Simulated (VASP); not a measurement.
Write the native input for VASP 6.6.1 that does the following.

* Task: single point
* Functional: PBE
* Potentials or basis: VASP PAW PBE potentials, release 64 (Ru_pv, Br, Cl)
* Cutoff: 520 eV
* k mesh: 4 × 4 × 4
* Occupations: gaussian, width 0.1 eV
* Spin: collinear spin, ferromagnetic start
* Starting moments: [1.0, 0.0, 0.0, 0.0, 0.0] μB
* Dipole correction: no
* Further INCAR settings: ALGO = Normal; EDIFF = 1e-06; NBANDS = 33

The structure of RuBrCl3 lies in POSCAR:

```
RuBrCl3
1.0
    4.7829553756      0.0000000000      0.0000000000
    0.0000000000      4.7829553756      0.0000000000
    0.0000000000      0.0000000000      4.7829553756
Ru Br Cl
1 1 3
Direct
    0.5000000000      0.5000000000      0.5000000000
    0.0000000000      0.0000000000      0.0000000000
    0.0000000000      0.5000000000      0.5000000000
    0.5000000000      0.0000000000      0.5000000000
    0.5000000000      0.5000000000      0.0000000000
```

The cell was built from a structure type or drawn by symmetry, and may not be a known phase.

The input as run:

INCAR

```
ALGO = Normal
EDIFF = 1E-6
ENCUT = 520
GGA = PE
ISIF = 2
ISMEAR = 0
ISPIN = 2
LASPH = True
LCHARG = False
LMAXMIX = 4
LORBIT = 11
LREAL = False
LWAVE = False
MAGMOM = 1 0 0 0 0
NBANDS = 33
NELM = 150
PREC = Accurate
SIGMA = 0.1
```

KPOINTS

```
k-points
0
Gamma
  4 4 4
```

Potentials or basis: VASP PAW PBE potentials, release 64 (Ru_pv, Br, Cl).

Run with:

```console
$ cat potpaw_PBE.64/Ru_pv/POTCAR potpaw_PBE.64/Br/POTCAR potpaw_PBE.64/Cl/POTCAR > POTCAR
$ mpirun -np 1 vasp_std > vasp.out
```

Results of the run:

```json
{"Pressure": "-0.1 GPa", "Net moment": "1.12 μB per cell", "Site moments": "Ru +1.13; Br -0.21; Cl +0.05 μB", "Valence electrons inside the program's atomic spheres": "Ru 12.33; Br 4.73; Cl 5.05"}
```

Wall time 33 s on 1 thread of Intel(R) Xeon(R) 6975P-C (Granite Rapids), on a shared host, peak memory 0.26 GiB.
